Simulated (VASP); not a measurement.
A run of VASP 6.6.1 is set up as follows.

File INCAR:

```
SYSTEM = KNaF2
PREC = Accurate
ENCUT = 520
EDIFF = 1E-6
ISMEAR = 0
SIGMA = 0.01
LREAL = .FALSE.
LASPH = .TRUE.
NELM = 80
ALGO = Normal
ISIF = 2
LWAVE = .FALSE.
LCHARG = .FALSE.
GGA = PE
NBANDS = 23
```

File KPOINTS:

```
Automatic mesh
0
G
  8 8 8
  0 0 0
```

Contents of POSCAR:

```
KNaF2
1.0
    1.7831787641      1.0295187395      5.9050315654
   -1.7831787641      1.0295187395      5.9050315654
    0.0000000000     -2.0590374789      5.9050315655
Na K F
1 1 2
Direct
    1.0000000000      0.0000000000      0.0000000000
    0.5000000000      0.5000000000      0.5000000000
    0.2600112607      0.2600112607      0.2600112607
    0.7399887393      0.7399887393      0.7399887393
```

Potentials or basis: VASP PAW PBE potentials, release 64 (Na_pv, K_sv, F).

Command:

```console
$ cat potpaw_PBE.64/Na_pv/POTCAR potpaw_PBE.64/K_sv/POTCAR potpaw_PBE.64/F/POTCAR > POTCAR
$ mpirun -np 1 vasp_std > vasp.out
```

Question: Estimate the band gap on the k mesh.

Answer: 5.92 eV, direct.

Question: What does it give for the largest force?

Answer: 0.016 eV/Å.

Forces on the atoms (eV/Å):
```
Na   0.000  0.000  0.000
K    0.000  0.000  0.000
F    0.000  0.000  0.016
F    0.000  0.000 -0.016
```

A k mesh can miss the band edges. Expect the measured gap to be larger: semilocal functionals such as PBE lack the derivative discontinuity.
